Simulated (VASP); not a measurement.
Input of a VASP 6.6.1 run:

The input INCAR:

```
ALGO = Normal
EDIFF = 1E-6
ENCUT = 520
GGA = RP
ISIF = 2
ISMEAR = -1
LASPH = T
LCHARG = F
LREAL = F
LWAVE = F
NBANDS = 17
NELM = 80
PREC = Accurate
SIGMA = 0.1
```

File KPOINTS:

```
k-points
0
Gamma
  14 14 14
```

POSCAR

```
Hf
1.0
    0.0000000000      3.3267308154      3.3267308154
    3.3267308154      0.0000000000      3.3267308154
    3.3267308154      3.3267308154      0.0000000000
Hf
2
Direct
    0.1250000000      0.1250000000      0.1250000000
    0.8750000000      0.8750000000      0.8750000000
```

Potentials or basis: VASP PAW PBE potentials, release 64 (Hf_pv).

The run is started by

```console
$ cat potpaw_PBE.64/Hf_pv/POTCAR > POTCAR
$ mpirun -np 1 vasp_std > vasp.out
```

Task: What does it give for the pressure?

Result: -0.2 GPa.

Task: Predict the band gap on the k mesh.

Result: Zero (band 10 reaches 1.76 eV, above the bottom of band 11 at 1.15 eV).

Caveat: the PAW data sets were made with another functional, which shifts forces and pressure a little; spin-orbit coupling is left out, which moves the levels of the heavy elements.
